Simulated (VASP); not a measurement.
Runs of VASP 6.6.1 on AlCu2. The structure is that of space group P6/mmm (No. 191), or close to it. The cells are those of the table. 

```csv
task,cell,k mesh,cutoff (eV),gap on the mesh (eV),pressure (GPa),relaxed volume (Å³/atom)
single point,"a = 4.169, b = 4.169, c = 2.593 Å, angles 90.0, 90.0, 120.0°, 3 atoms",15 × 15 × 18,520,none,0.4,-
relaxation of cell and atoms,"relaxed from a = 3.951, b = 3.951, c = 2.779 Å, angles 90.0, 90.0, 120.0°, 3 atoms",6 × 6 × 6,600,none,0.0,13.05
relaxation of cell and atoms,"relaxed from a = 4.188, b = 4.188, c = 2.568 Å, angles 90.0, 90.0, 120.0°, 3 atoms",12 × 12 × 18,600,none,0.0,13.05
single point,"a = 4.188, b = 4.188, c = 2.568 Å, angles 90.0, 90.0, 120.0°, 3 atoms",6 × 6 × 6,520,none,(a),-
single point,"a = 3.951, b = 3.951, c = 2.779 Å, angles 90.0, 90.0, 120.0°, 3 atoms",6 × 6 × 6,520,none,9.4,-
single point,"a = 4.169, b = 4.169, c = 2.593 Å, angles 90.0, 90.0, 120.0°, 3 atoms",12 × 12 × 18,520,none,0.4,-
relaxation of cell and atoms,"relaxed from a = 4.169, b = 4.169, c = 2.593 Å, angles 90.0, 90.0, 120.0°, 3 atoms",15 × 15 × 18,600,none,0.0,13.05
```

Alike in all rows: level PBE; potentials or basis VASP PAW PBE potentials, release 64 (Al, Cu); no spin polarisation; smearing gaussian 0.1 eV.

**Question.** Fill in the values left out.

**Answer.** (a) 0.5.

Caveats: some runs use coarse meshes.

A gap of «none» marks levels without a gap at the run's occupations.
